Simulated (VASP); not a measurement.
# YSc (P-6m2) in VASP: single point with LDA

Aim: the single point of YSc with LDA.

Program: VASP 6.6.1. These are calculated values, not measurements. Logs are shortened: lines on timing, memory, paths and dates and some standing lists are left out, and cuts for length are marked.

## Step 1: The cell of the first run

Symmetry: P-6m2, No. 187, hexagonal system. Conventional cell: a = 3.520 Å, b = 3.520 Å, c = 5.404 Å, α = 90.00°, β = 90.00°, γ = 120.00°. Within 4.4 Å of Y (site symmetry -6m2) lie 6 Sc at 3.38 Å and 6 Y at 3.52 Å. Within 4.4 Å of Sc (site symmetry -6m2) lie 6 Y at 3.38 Å and 6 Sc at 3.52 Å.

## Step 2: Single point, LDA, collinear spin, zero start

Input file INCAR:

```
  PREC = Accurate
  ENCUT = 520
  EDIFF = 1E-6
  ISMEAR = 1
  SIGMA = 0.01
  LREAL = F
  LASPH = T
  NELM = 150
  ALGO = Normal
  ISIF = 2
  LWAVE = F
  LCHARG = F
  ISPIN = 2
  MAGMOM = 0 0
  LORBIT = 11
  LMAXMIX = 4
  GGA = CA
  NBANDS = 22
```

Input file KPOINTS:

```
regular mesh
0
Gamma
  9 9 6
```

Input file POSCAR:

```
YSc
1.0
    3.5201658300      0.0000000000      0.0000000000
   -1.7600829100      3.0485530300      0.0000000000
    0.0000000000      0.0000000000      5.4041162200
Y Sc
1 1
Direct
    0.0000000000      0.0000000000      0.0000000000
    0.3333333300      0.6666666700      0.5000000000
```

Potentials or basis: VASP PAW LDA potentials, release 64 (Y_sv, Sc_sv).

Launch:

```
$ cat potpaw_LDA.64/Y_sv/POTCAR potpaw_LDA.64/Sc_sv/POTCAR > POTCAR
$ mpirun -np 1 vasp_std > vasp.out
```

OUTCAR:

```text
PREC = Accurate
   ENCUT = 520
   EDIFF = 1E-6
   ISMEAR = 1
   LREAL = F
   LASPH = T
   NELM = 150
   ISIF = 2
   ISPIN = 2
   LORBIT = 11
   GGA = CA

 ion  position               nearest neighbor table
   1  0.000  0.000  0.000-   2 3.38   2 3.38   2 3.38   2 3.38   2 3.38   2 3.38
   2  0.333  0.667  0.500-   1 3.38   1 3.38   1 3.38   1 3.38   1 3.38   1 3.38

  LATTYP: Found a hexagonal cell.
 ALAT       =     3.5201658300
 C/A-ratio  =     1.5351879658

  Lattice vectors:

 A1 = (   3.5201658300,   0.0000000000,   0.0000000000)
 A2 = (  -1.7600829100,   3.0485530300,   0.0000000000)
 A3 = (   0.0000000000,   0.0000000000,   5.4041162200)

Analysis of symmetry for initial positions (statically):
=====================================================================
 Subroutine PRICEL returns:
 Original cell was already a primitive cell.

 Routine SETGRP: Setting up the symmetry group for a
 hexagonal supercell.

 Subroutine GETGRP returns: Found 12 space group operations
 (whereof 12 operations were pure point group operations)
 out of a pool of 24 trial point group operations.

The static configuration has the point symmetry D_3h.

Analysis of symmetry for dynamics (positions and initial velocities):
=====================================================================
 Subroutine PRICEL returns:
 Original cell was already a primitive cell.

 Routine SETGRP: Setting up the symmetry group for a
 hexagonal supercell.

 Subroutine GETGRP returns: Found 12 space group operations
 (whereof 12 operations were pure point group operations)
 out of a pool of 24 trial point group operations.

The dynamic configuration has the point symmetry D_3h.

Analysis of structural, dynamic, and magnetic symmetry:
=====================================================================
 Subroutine PRICEL returns:
 Original cell was already a primitive cell.

 Routine SETGRP: Setting up the symmetry group for a
 hexagonal supercell.

 Subroutine GETGRP returns: Found 12 space group operations
 (whereof 12 operations were pure point group operations)
 out of a pool of 24 trial point group operations.

The overall configuration has the point symmetry D_3h.

 Subroutine INISYM returns: Found 12 space group operations
 (whereof 12 operations are pure point group operations),
 and found     1 'primitive' translations

----------------------------------------------------------------------------------------

                                     Primitive cell

  volume of cell :      57.9938

  direct lattice vectors                    reciprocal lattice vectors
     3.520165830  0.000000000  0.000000000     0.284077526  0.164012236  0.000000000
    -1.760082910  3.048553030  0.000000000     0.000000000  0.328024473  0.000000000
     0.000000000  0.000000000  5.404116220     0.000000000  0.000000000  0.185044133

  length of vectors
     3.520165830  3.520165824  5.404116220     0.328024472  0.328024473  0.185044133

  position of ions in fractional coordinates (direct lattice)
     0.000000000  0.000000000  0.000000000
     0.333333330  0.666666670  0.500000000

  ion indices of the primitive-cell ions
   primitive index   ion index
                 1           1
                 2           2

----------------------------------------------------------------------------------------

 KPOINTS: regular mesh

Automatic generation of k-mesh.
 Grid dimensions read from file:
 generate k-points for:    9    9    6

 Generating k-lattice:

  Cartesian coordinates                     Fractional coordinates (reciprocal lattice)
     0.031564170  0.018223582  0.000000000     0.111111111  0.000000000  0.000000000
     0.000000000  0.036447164  0.000000000     0.000000000  0.111111111  0.000000000
     0.000000000  0.000000000  0.030840689     0.000000000  0.000000000  0.166666667

  Length of vectors
     0.036447164  0.036447164  0.030840689

  Shift w.r.t. Gamma in fractional coordinates (k-lattice)
     0.000000000  0.000000000  0.000000000

 Subroutine IBZKPT returns following result:
 ===========================================

 Found     48 irreducible k-points:

 Following reciprocal coordinates:
            Coordinates               Weight
  0.000000  0.000000  0.000000      1.000000
  0.111111 -0.000000  0.000000      6.000000
  0.222222  0.000000  0.000000      6.000000
  0.333333  0.000000  0.000000      6.000000
  0.444444  0.000000  0.000000      6.000000
  0.111111  0.111111  0.000000      6.000000
[... 16 lines left out ...]
  0.333333  0.222222  0.166667     24.000000
  0.333333  0.333333  0.166667      4.000000
 [... further k-points ...]
   k-points           NKPTS =     48   k-points in BZ     NKDIM =     48   number of bands    NBANDS=     22
   number of dos      NEDOS =    301   number of ions     NIONS =      2
   total plane-waves  NPLWV =  31360
   dimension x,y,z NGX =    28 NGY =   28 NGZ =   40
   dimension x,y,z NGXF=    56 NGYF=   56 NGZF=   80
   ions per type =               1   1
   NGX,Y,Z   is equivalent  to a cutoff of  13.22, 13.22, 12.31 a.u.
   NGXF,Y,Z  is equivalent  to a cutoff of  26.45, 26.45, 24.61 a.u.
 SYSTEM =  unknown system
   PREC   = accura    normal or accurate (medium, high low for compatibility)
   ISTART =      0    job   : 0-new  1-cont  2-samecut
   ICHARG =      2    charge: 1-file 2-atom 10-const
   ISPIN  =      2    spin polarized calculation?
   LNONCOLLINEAR =      F non collinear calculations
   LSORBIT =      F    spin-orbit coupling
   LASPH  =      T    aspherical Exc in radial PAW
   ENCUT  =  520.0 eV  38.22 Ry    6.18 a.u.   6.55  6.55 10.05*2*pi/ulx,y,z
   NELM   =    150;   NELMIN=  2; NELMDL= -5     # of ELM steps
   EDIFF  = 0.1E-05   stopping-criterion for ELM
   LREAL  =      F    real-space projection
   EDIFFG = 0.1E-04   stopping-criterion for IOM
   NSW    =      0    number of steps for IOM
   IBRION =     -1    ionic relax: 0-MD 1-quasi-New 2-CG
   NFREE  =      0    steps in history (QN), initial steepest desc. (CG)
   ISIF   =      2    stress and relaxation
   ISYM   =      2    0-nonsym 1-usesym 2-fastsym
   POTIM  = 0.5000    time-step for ionic-motion
   TEBEG  =    0.0;   TEEND  =   0.0 temperature during run
   PSTRESS=    0.0 pullay stress
   NELECT =      22.0000    total number of electrons
   NUPDOWN=      -1.0000    fix difference up-down
   EMIN   =  10.00;   EMAX   =-10.00  energy-range for DOS
   EFERMI =   0.00;   METHOD = LEGACY
   ISMEAR =     1;   SIGMA  =   0.01  broadening in eV -4-tet -1-fermi 0-gaus
   EFERMI_NEDOS =   21; number of points for ismear=-14 and -15
   IALGO  =     38    algorithm
   IMIX   =      4    mixing-type and parameters
     AMIX     =   0.40;   BMIX     =  1.00
     AMIX_MAG =   1.60;   BMIX_MAG =  1.00
  volume/ion in A,a.u.               =      29.00       195.68
  Fermi-wavevector in a.u.,A,eV,Ry     =   1.185101  2.239515 19.108884  1.404463
  Thomas-Fermi vector in A             =   2.321301
   LORBIT       =     11    0 simple, 1 ext, 2 COOP (PROOUT), +10 PAW based schemes
   GGA     = CA    functional components
   LHFCALC =     F    Hartree Fock is set to
   AEXX    =    0.0000 exact exchange contribution
   IVDW    =     0    specifies the selected vdW correction
   LEPSILON=     F    determine dielectric tensor
   LRPA    =     F    only Hartree local field effects (RPA)
 spin polarized calculation
 Methfessel and Paxton  Order N= 1 SIGMA  =   0.01
  energy-cutoff  :      520.00
  volume of cell :       57.99
 maximum number of plane-waves:      1604
 NGX is ok and might be reduce to    28
   NGX = 13   NGY = 13   NGZ = 21

 number of electron      22.0000002 magnetization       0.0006139

 number of electron      22.0000002 magnetization      -0.0003494

 Free energy of the ion-electron system (eV)
  ---------------------------------------------------
  ext. energy  EPLUGINS =         0.00000000
  ---------------------------------------------------
  free energy    TOTEN  =       -13.49400352 eV

  energy without entropy =      -13.49385815  energy(sigma->0) =      -13.49395506

 E-fermi :   3.0860     XC(G=0):  -9.8207

 val. band max:        3.0854431379   @ k =   0.2222   0.0000   0.3333
 cond. band min:       3.0881517886   @ k =   0.4444   0.1111   0.3333
 fundamental gap:      0.0027086506
 Fermi energy:         3.0860145334

 spin component 1

 k-point     1 :       0.0000    0.0000    0.0000
  band No.  band energies     occupation
      1     -46.0539      1.00000
      2     -39.1515      1.00000
      3     -25.0421      1.00000
      4     -24.9319      1.00000
      5     -24.9319      1.00000
      6     -19.2958      1.00000
[... 14 lines left out ...]
     21      10.5373      0.00000
     22      12.9007      0.00000
[... 552 lines left out ...]
  band No.  band energies     occupation
      1     -46.0361      1.00000
      2     -39.0884      1.00000
      3     -25.0348      1.00000
      4     -25.0331      1.00000
      5     -25.0127      1.00000
      6     -19.3834      1.00000
[... 14 lines left out ...]
     21       8.8652      0.00000
     22      11.2305      0.00000

 [... further k-points ...]

 spin component 2

 k-point     1 :       0.0000    0.0000    0.0000
  band No.  band energies     occupation
      1     -46.0540      1.00000
      2     -39.1515      1.00000
      3     -25.0423      1.00000
      4     -24.9320      1.00000
      5     -24.9320      1.00000
      6     -19.2958      1.00000
[... 14 lines left out ...]
     21      10.5372      0.00000
     22      12.9006      0.00000
[... 552 lines left out ...]
  band No.  band energies     occupation
      1     -46.0362      1.00000
      2     -39.0884      1.00000
      3     -25.0349      1.00000
      4     -25.0332      1.00000
      5     -25.0128      1.00000
      6     -19.3834      1.00000
[... 14 lines left out ...]
     21       8.8652      0.00000
     22      11.2304      0.00000

 [... further k-points ...]

------------------------ aborting loop because EDIFF is reached ----------------------------------------

  FORCE on cell =-STRESS in cart. coord.  units (eV):
  Direction    XX          YY          ZZ          XY          YZ          ZX
  --------------------------------------------------------------------------------------
  -------------------------------------------------------------------------------------
  Total       -1.6455431     -1.6455431     -1.6898647     -0.0000000      0.0000000      0.0000000
  in kB      -45.4609273    -45.4609272    -46.6853875     -0.0000001      0.0000000      0.0000000
  external PRESSURE =     -45.8690806 kB  Pullay stress =       0.0000000 kB

 VOLUME and BASIS-vectors are now :
 -----------------------------------------------------------------------------
  energy-cutoff  :      520.00
  volume of cell :       57.99
      direct lattice vectors                 reciprocal lattice vectors
     3.520165830  0.000000000  0.000000000     0.284077526  0.164012236  0.000000000
    -1.760082910  3.048553030  0.000000000     0.000000000  0.328024473  0.000000000
     0.000000000  0.000000000  5.404116220     0.000000000  0.000000000  0.185044133

 POSITION                                       TOTAL-FORCE (eV/Angst)
 -----------------------------------------------------------------------------------
      0.00000      0.00000      0.00000         0.000000      0.000000      0.000000
     -0.00000      2.03237      2.70206        -0.000000      0.000000      0.000000
 -----------------------------------------------------------------------------------
    total drift:                                0.000020     -0.000012     -0.000000

  FREE ENERGIE OF THE ION-ELECTRON SYSTEM (eV)
  ---------------------------------------------------
  free  energy   TOTEN  =       -13.4940035151 eV

  energy  without entropy=      -13.4938581491  energy(sigma->0) =      -13.49395506

 total charge

# of ion       s       p       d       f       tot
--------------------------------------------------
    1        2.296   6.249   0.998   0.008   9.550
    2        2.268   6.077   0.990   0.000   9.335
--------------------------------------------------
tot          4.564  12.326   1.988   0.008  18.886

 magnetization (x)

# of ion       s       p       d       f       tot
--------------------------------------------------
    1        0.000  -0.000  -0.000  -0.000  -0.000
    2       -0.000  -0.000  -0.000   0.000  -0.000
--------------------------------------------------
tot         -0.000  -0.000  -0.000  -0.000  -0.000
```

It took 71 s on 1 thread of Intel Xeon Platinum 8488C (Sapphire Rapids), shared host; peak memory 0.24 GiB.

What came out:

```
Free energy                                           : -13.4940 eV
Pressure                                              : -4.6 GPa
Band gap on the k mesh                                : zero (filled and empty bands overlap)
Net moment                                            : 0.00 μB per cell
Valence electrons inside the program's atomic spheres : Y 9.55; Sc 9.34
```

Stress tensor (GPa, compression positive):
```
-4.55  0.00  0.00
 0.00 -4.55  0.00
 0.00  0.00 -4.67
```

Caveat: the cell stands under tension.
